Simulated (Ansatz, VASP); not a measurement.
Two plane-wave programs on LaAl2N3

```
La Al N
1.0
     3.72803    0.00000    0.00000
     0.00000    3.72803    0.00000
     0.00000    0.00000    7.40230
La Al N
1 2 3
Direct
  0.50000 0.50000 0.33526
  0.50000 0.50000 0.73248
  0.00000 0.00000 0.60535
  0.50000 0.00000 0.67550
  0.00000 0.50000 0.67550
  0.00000 0.00000 0.33457
```

Alike in both runs: functional PBE; k mesh 6 × 6 × 4; occupations gaussian, width 0.1 eV; no spin polarisation.

Ansatz relaxed the structure, and its values are those at the end. VASP's run is a single point on that final structure, the one shown.

|  | VASP | Ansatz |
| --- | --- | --- |
| version | VASP 6.6.1 | Ansatz 0.2.0 |
| potentials or method | VASP PAW PBE potentials, release 64 (La, Al, N), cutoff 520 eV | scalar-relativistic, plane waves, PAW |
| valence electrons in the cell | 32 | 32 |

```csv
,VASP,Ansatz,Ansatz less VASP
gap on the k mesh at the Fermi level (eV),none,none,-
pressure (GPa),0.0,0.1,+0.14
rms of the force components (eV/Å),0.006,0.008,+0.0018
```

A gap of «none» marks a metal or a gap that the smearing closes. With one functional, cell and mesh, what is left measures potentials, basis and numerics.

Spin-orbit coupling is off throughout.
